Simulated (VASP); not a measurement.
# Mg (Pm-3m) in VASP: a series of runs, part 2 of 2

VASP 6.6.1. Earlier steps stand in the parts before.

## 4. Single point, PBE

This run uses another cell than the first one, of 21.90 Å³/atom, 0.785 times its volume.

File INCAR:

```
SYSTEM = Mg
  PREC = Accurate
  ENCUT = 600
  EDIFF = 1E-6
  ISMEAR = 0
  SIGMA = 0.1
  LREAL = .False.
  LASPH = .True.
  NELM = 120
  ALGO = Normal
  ISIF = 2
  LWAVE = .False.
  LCHARG = .False.
  GGA = PE
  NBANDS = 10
  GGA_COMPAT = .False.
```

File KPOINTS:

```
Automatic mesh
0
Gamma
  4 4 4
  0 0 0
```

File POSCAR:

```
Mg
1.0
    4.0353322300      0.0000000000      0.0000000000
    0.0000000000      4.0353322300      0.0000000000
    0.0000000000      0.0000000000      4.0353322300
Mg
3
Direct
    0.0000000000      0.5000000000      0.5000000000
    0.5000000000      0.0000000000      0.5000000000
    0.5000000000      0.5000000000      0.0000000000
```

Potentials or basis: VASP PAW PBE potentials, release 64 (Mg).

The run is started by

```sh
$ cat potpaw_PBE.64/Mg/POTCAR > POTCAR
$ mpirun -np 1 vasp_std > vasp.out
```

OUTCAR:

```text
SYSTEM = Mg
   PREC = Accurate
   ENCUT = 600
   EDIFF = 1E-6
   ISMEAR = 0
   LREAL = .False.
   LASPH = .True.
   NELM = 120
   ISIF = 2
   GGA = PE

 ion  position               nearest neighbor table
   1  0.000  0.500  0.500-   2 2.85   3 2.85   3 2.85   2 2.85   2 2.85   3 2.85   3 2.85   2 2.85

   2  0.500  0.000  0.500-   1 2.85   3 2.85   3 2.85   1 2.85   3 2.85   3 2.85   1 2.85   1 2.85

   3  0.500  0.500  0.000-   1 2.85   2 2.85   1 2.85   2 2.85   2 2.85   2 2.85   1 2.85   1 2.85

  LATTYP: Found a simple cubic cell.
 ALAT       =     4.0353322300

  Lattice vectors:

 A1 = (   4.0353322300,   0.0000000000,   0.0000000000)
 A2 = (   0.0000000000,   4.0353322300,   0.0000000000)
 A3 = (   0.0000000000,   0.0000000000,   4.0353322300)

Analysis of symmetry for initial positions (statically):
=====================================================================
 Subroutine PRICEL returns:
 Original cell was already a primitive cell.

 Routine SETGRP: Setting up the symmetry group for a
 simple cubic supercell.

 Subroutine GETGRP returns: Found 48 space group operations
 (whereof 48 operations were pure point group operations)
 out of a pool of 48 trial point group operations.

The static configuration has the point symmetry O_h .

Analysis of symmetry for dynamics (positions and initial velocities):
=====================================================================
 Subroutine PRICEL returns:
 Original cell was already a primitive cell.

 Routine SETGRP: Setting up the symmetry group for a
 simple cubic supercell.

 Subroutine GETGRP returns: Found 48 space group operations
 (whereof 48 operations were pure point group operations)
 out of a pool of 48 trial point group operations.

The dynamic configuration has the point symmetry O_h .

 Subroutine INISYM returns: Found 48 space group operations
 (whereof 48 operations are pure point group operations),
 and found     1 'primitive' translations

[... 107 lines left out ...]
   LHFCALC =     F    Hartree Fock is set to
   AEXX    =    0.0000 exact exchange contribution
   IVDW    =     0    specifies the selected vdW correction
   LEPSILON=     F    determine dielectric tensor
   LRPA    =     F    only Hartree local field effects (RPA)
 non-spin polarized calculation
 Gauss-broadening in eV      SIGMA  =   0.10
  energy-cutoff  :      600.00
  volume of cell :       65.71
 maximum number of plane-waves:      2272
   NGX = 17   NGY = 17   NGZ = 17

 number of electron       6.0000000 magnetization

 Free energy of the ion-electron system (eV)
  ---------------------------------------------------
  ext. energy  EPLUGINS =         0.00000000
  ---------------------------------------------------
  free energy    TOTEN  =        -3.19552260 eV

  energy without entropy =       -3.18296510  energy(sigma->0) =       -3.18924385

 E-fermi :   2.5105     XC(G=0):  -8.5481

 val. band max:        2.4271999717   @ k =   0.5000   0.5000   0.5000
 cond. band min:       2.5587727124   @ k =   0.5000   0.2500   0.2500
 fundamental gap:      0.1315727407
 Fermi energy:         2.5105416826

 k-point     1 :       0.0000    0.0000    0.0000
  band No.  band energies     occupation
      1      -4.4258      2.00000
      2       3.8680      0.00000
      3       3.8680      0.00000
      4       3.8680      0.00000
      5       4.8797      0.00000
      6       5.2764      0.00000
      7       5.2764      0.00000
      8      11.1205      0.00000
      9      11.1205      0.00000
     10      11.1205      0.00000
[... 105 lines left out ...]
 k-point    10 :       0.5000    0.5000    0.5000
  band No.  band energies     occupation
      1       0.5776      2.00000
      2       2.3482      1.97831
      3       2.3482      1.97831
      4       2.3482      1.97831
      5       2.4272      1.76145
      6       2.4272      1.76145
      7       2.4272      1.76145
      8       4.5325      0.00000
      9      16.6372      0.00000
     10      16.6372      0.00000

------------------------ aborting loop because EDIFF is reached ----------------------------------------

  FORCE on cell =-STRESS in cart. coord.  units (eV):
  Direction    XX          YY          ZZ          XY          YZ          ZX
  --------------------------------------------------------------------------------------
  -------------------------------------------------------------------------------------
  Total        4.1544746      4.1544746      4.1544746      0.0000000     -0.0000000      0.0000000
  in kB      101.2951844    101.2951844    101.2951844      0.0000000     -0.0000000      0.0000000
  external PRESSURE =     101.2951844 kB  Pullay stress =       0.0000000 kB

 VOLUME and BASIS-vectors are now :
 -----------------------------------------------------------------------------
  energy-cutoff  :      600.00
  volume of cell :       65.71
      direct lattice vectors                 reciprocal lattice vectors
     4.035332230  0.000000000  0.000000000     0.247811071  0.000000000  0.000000000
     0.000000000  4.035332230  0.000000000     0.000000000  0.247811071  0.000000000
     0.000000000  0.000000000  4.035332230     0.000000000  0.000000000  0.247811071

 POSITION                                       TOTAL-FORCE (eV/Angst)
 -----------------------------------------------------------------------------------
      0.00000      2.01767      2.01767         0.000000      0.000000      0.000000
      2.01767      0.00000      2.01767         0.000000      0.000000      0.000000
      2.01767      2.01767      0.00000         0.000000      0.000000      0.000000
 -----------------------------------------------------------------------------------
    total drift:                                0.000000      0.000000      0.000000

  FREE ENERGIE OF THE ION-ELECTRON SYSTEM (eV)
  ---------------------------------------------------
  free  energy   TOTEN  =        -3.1955226038 eV

  energy  without entropy=       -3.1829650960  energy(sigma->0) =       -3.18924385
```

OSZICAR:

```text
N       E                     dE             d eps       ncg     rms          rms(c)
DAV:   1     0.357924383083E+01    0.35792E+01   -0.21699E+03   200   0.496E+02
DAV:   2    -0.312655566969E+01   -0.67058E+01   -0.61865E+01   268   0.483E+01
DAV:   3    -0.324927671731E+01   -0.12272E+00   -0.11994E+00   268   0.515E+00
DAV:   4    -0.324989321478E+01   -0.61650E-03   -0.61619E-03   258   0.389E-01
DAV:   5    -0.324989759705E+01   -0.43823E-05   -0.43818E-05   244   0.318E-02    0.113E+00
DAV:   6    -0.321391421389E+01    0.35983E-01   -0.20846E-02   228   0.480E-01    0.678E-01
DAV:   7    -0.319606612399E+01    0.17848E-01   -0.30425E-02   214   0.616E-01    0.107E-01
DAV:   8    -0.319552084777E+01    0.54528E-03   -0.22307E-03   240   0.208E-01    0.105E-02
DAV:   9    -0.319552167185E+01   -0.82408E-06   -0.22656E-05   254   0.253E-02    0.566E-03
DAV:  10    -0.319552260379E+01   -0.93194E-06   -0.70858E-07   176   0.417E-03
   1 F= -.31955226E+01 E0= -.31892438E+01  d E =-.125575E-01
```

stdout:

```text
POSCAR found type information on POSCAR Mg
 POSCAR found :  1 types and       3 ions
 scaLAPACK will be used
 LDA part: xc-table for (Slater+PW92), standard interpolation
 POSCAR, INCAR and KPOINTS ok, starting setup
 FFT: planning ... GRIDC
 FFT: planning ... GRID_SOFT
 FFT: planning ... GRID
 WAVECAR not read
 entering main loop
```

It used 6.1 s of CPU time on 1 thread of AMD EPYC 9R45 (Zen 5) (shared host).

What came out:

```
Free energy            : -3.1955 eV
Pressure               : 10.1 GPa
Band gap on the k mesh : zero (band 3 reaches 5.32 eV, above the bottom of band 4 at 1.11 eV)
```

Caveat: the k points lie up to 0.39 Å⁻¹ apart.

## 5. Summary

```csv
task,cell,cutoff (eV),gap on the mesh (eV),pressure (GPa)
single point,"a = 4.375 Å, 3 atoms",520,none,0.1
relaxation of cell and atoms,"relaxed from a = 4.035 Å, 3 atoms",600,-,0.0
single point,"a = 4.035 Å, 3 atoms",600,none,10.1
```

Alike in all rows: level PBE; potentials or basis VASP PAW PBE potentials, release 64 (Mg); no spin polarisation; k mesh 4 × 4 × 4; smearing gaussian 0.1 eV.

Caveats: some runs use coarse meshes; the volume moved by over 15 % at a fixed basis, so the end points are rough (some runs); the bands computed are all filled at some k points, so no gap is given (some runs).

Total energies depend on the potentials used, so only differences within one code and one set of settings carry meaning.
